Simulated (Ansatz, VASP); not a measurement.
**Two plane-wave programs on GaAs**

```
CELL_PARAMETERS angstrom
0.00000 2.83308 2.83308
2.83308 0.00000 2.83308
2.83308 2.83308 0.00000
ATOMIC_POSITIONS crystal
Ga 0.00000 0.00000 0.00000
As 0.25000 0.25000 0.25000
```

Alike in both runs: task single point; functional PBE-based global hybrid; k mesh 4 × 4 × 4; no spin polarisation.

```csv
,VASP,Ansatz
version,VASP 6.6.1,Ansatz 0.2.0
potentials or method,"VASP PAW PBE potentials, release 64 (Ga_d, As)",plane waves
plane-wave cutoff (eV),520,420
occupations,"gaussian, width 0.01 eV",fixed
valence electrons in the cell,18,28
```

Ansatz gave:

```
gap on the k mesh at the Fermi level (eV) : 0.76
pressure (GPa)                            : 2.5
```

Q: Which values does VASP return?

A: gap on the k mesh at the Fermi level (eV): 0.78; pressure (GPa): 2.7.

VASP's potentials were made for PBE, not for PBE-based global hybrid. VASP's potentials hold 18 valence electrons a cell and Ansatz's 28, so a difference there can come from the potentials and not from the codes. Ansatz's warnings: stress exchange threshold loose, stress scf threshold loose.

The k mesh is coarse, so the values compare programs but aren't converged.
